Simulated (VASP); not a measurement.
# In (Im-3m) in VASP: further runs, part 2 of 2

VASP 6.6.1. The steps go on from the part before.

**3. Single point, r2SCAN**

This run uses another cell than the first one, of 27.22 Å³/atom, 1.020 times its volume.

POSCAR

```
In
1.0
   -1.8949926579      1.8949926579      1.8949926579
    1.8949926579     -1.8949926579      1.8949926579
    1.8949926579      1.8949926579     -1.8949926579
In
1
Direct
    0.0000000000      0.0000000000      0.0000000000
```

INCAR.step1

```
  PREC = Accurate
  ENCUT = 520
  ISMEAR = -1
  SIGMA = 0.05
  LREAL = F
  LASPH = T
  NELM = 100
  NBANDS = 12
  GGA = PE
  ALGO = Normal
  EDIFF = 1E-4
  LWAVE = T
  LCHARG = F
```

INCAR.step2

```
  PREC = Accurate
  ENCUT = 520
  EDIFF = 1E-7
  ISMEAR = -1
  SIGMA = 0.05
  LREAL = F
  LASPH = T
  NELM = 100
  ALGO = Normal
  ISIF = 2
  LWAVE = F
  LCHARG = T
  METAGGA = R2SCAN
  LMIXTAU = T
  LELF = T
  LVHAR = T
  NBANDS = 12
  ISTART = 1
```

KPOINTS

```
Automatic mesh
0
Gamma
  10 10 10
```

Potentials or basis: VASP PAW PBE potentials, release 64 (In_d).

Launch:

```sh
cat potpaw_PBE.64/In_d/POTCAR > POTCAR
cp INCAR.step1 INCAR
mpirun -np 1 vasp_std > vasp.out
cp INCAR.step2 INCAR
mpirun -np 1 vasp_std > vasp.out
```

OUTCAR:

```text
PREC = Accurate
   ENCUT = 520
   EDIFF = 1E-7
   ISMEAR = -1
   LREAL = F
   LASPH = T
   NELM = 100
   ISIF = 2
   METAGGA = R2SCAN
   ISTART = 1

 ion  position               nearest neighbor table
   1  0.000  0.000  0.000-

  LATTYP: Found a body centered cubic cell.
 ALAT       =     3.7899853158

  Lattice vectors:

 A1 = (  -1.8949926579,   1.8949926579,   1.8949926579)
 A2 = (   1.8949926579,  -1.8949926579,   1.8949926579)
 A3 = (   1.8949926579,   1.8949926579,  -1.8949926579)

Analysis of symmetry for initial positions (statically):
=====================================================================
 Subroutine PRICEL returns:
 Original cell was already a primitive cell.

 Routine SETGRP: Setting up the symmetry group for a
 body centered cubic supercell.

 Subroutine GETGRP returns: Found 48 space group operations
 (whereof 48 operations were pure point group operations)
 out of a pool of 48 trial point group operations.

The static configuration has the point symmetry O_h .

Analysis of symmetry for dynamics (positions and initial velocities):
=====================================================================
 Subroutine PRICEL returns:
 Original cell was already a primitive cell.

 Routine SETGRP: Setting up the symmetry group for a
 body centered cubic supercell.

 Subroutine GETGRP returns: Found 48 space group operations
 (whereof 48 operations were pure point group operations)
 out of a pool of 48 trial point group operations.

The dynamic configuration has the point symmetry O_h .

 Subroutine INISYM returns: Found 48 space group operations
 (whereof 48 operations are pure point group operations),
 and found     1 'primitive' translations

----------------------------------------------------------------------------------------

                                     Primitive cell

[... 106 lines left out ...]
   IMIX   =      4    mixing-type and parameters
     AMIX     =   0.40;   BMIX     =  1.00
     AMIX_MAG =   1.60;   BMIX_MAG =  1.00
  volume/ion in A,a.u.               =      27.22       183.69
  Fermi-wavevector in a.u.,A,eV,Ry     =   1.279661  2.418209 22.279995  1.637533
  Thomas-Fermi vector in A             =   2.412134
   LORBIT       =      0    0 simple, 1 ext, 2 COOP (PROOUT), +10 PAW based schemes
   METAGGA = R2SCAN    functional components
   LHFCALC =     F    Hartree Fock is set to
   AEXX    =    0.0000 exact exchange contribution
   IVDW    =     0    specifies the selected vdW correction
   LEPSILON=     F    determine dielectric tensor
   LRPA    =     F    only Hartree local field effects (RPA)
 non-spin polarized calculation
  energy-cutoff  :      520.00
  volume of cell :       27.22
 maximum number of plane-waves:       751
   NGX = 13   NGY = 13   NGZ = 13

 number of electron      13.0000014 magnetization

 Free energy of the ion-electron system (eV)
  ---------------------------------------------------
  ext. energy  EPLUGINS =         0.00000000
  ---------------------------------------------------
  free energy    TOTEN  =       -22.55677436 eV

  energy without entropy =      -22.55128291  energy(sigma->0) =      -22.55402863

 E-fermi :   6.9817     XC(G=0): -10.8655

 val. band max:        6.7217490433   @ k =   0.3000   0.2000   0.0000
 cond. band min:       6.9826751750   @ k =   0.2000   0.2000   0.2000
 fundamental gap:      0.2609261317
 Fermi energy:         6.9817121393

 k-point     1 :       0.0000    0.0000    0.0000
  band No.  band energies     occupation
      1      -8.1949      2.00000
      2      -8.1949      2.00000
      3      -8.1949      2.00000
      4      -7.9260      2.00000
      5      -7.9260      2.00000
      6      -2.7005      2.00000
      7      18.3373      0.00000
      8      18.3373      0.00000
      9      18.3373      0.00000
     10      20.7020      0.00000
     11      20.7020      0.00000
     12      20.7020      0.00000
[... 331 lines left out ...]
 k-point    24 :      -0.3000    0.3000    0.1000
  band No.  band energies     occupation
      1      -8.2224      2.00000
      2      -8.1583      2.00000
      3      -7.9954      2.00000
      4      -7.9418      2.00000
      5      -7.9227      2.00000
      6      -0.2923      2.00000
      7       9.3826      0.00000
      8      13.2966      0.00000
      9      14.6249      0.00000
     10      18.3878      0.00000
     11      19.2471      0.00000
     12      20.2589      0.00000

 [... further k-points ...]
[... 5 lines left out ...]
  --------------------------------------------------------------------------------------
  -------------------------------------------------------------------------------------
  Total       -0.1449403     -0.1449403     -0.1449403     -0.0000000      0.0000000      0.0000000
  in kB       -8.5313357     -8.5313357     -8.5313357     -0.0000000      0.0000000      0.0000000
  external PRESSURE =      -8.5313357 kB  Pullay stress =       0.0000000 kB

 VOLUME and BASIS-vectors are now :
 -----------------------------------------------------------------------------
  energy-cutoff  :      520.00
  volume of cell :       27.22
      direct lattice vectors                 reciprocal lattice vectors
    -1.894992658  1.894992658  1.894992658     0.000000000  0.263853265  0.263853265
     1.894992658 -1.894992658  1.894992658     0.263853265  0.000000000  0.263853265
     1.894992658  1.894992658 -1.894992658     0.263853265  0.263853265  0.000000000

 POSITION                                       TOTAL-FORCE (eV/Angst)
 -----------------------------------------------------------------------------------
      0.00000      0.00000      0.00000         0.000000     -0.000000     -0.000000
 -----------------------------------------------------------------------------------
    total drift:                                0.000000      0.000000     -0.000000

  FREE ENERGIE OF THE ION-ELECTRON SYSTEM (eV)
  ---------------------------------------------------
  free  energy   TOTEN  =       -22.5567743561 eV

  energy  without entropy=      -22.5512829059  energy(sigma->0) =      -22.55402863
```

It took 70 s on 1 thread of Intel Xeon 8259CL, shared host; peak memory 0.15 GiB.

What came out:

- Free energy: -22.5568 eV
- Pressure: -0.9 GPa

Caveat: the PAW data sets were made with another functional, which shifts forces and pressure a little; spin-orbit coupling is left out, which moves the levels of the heavy elements.
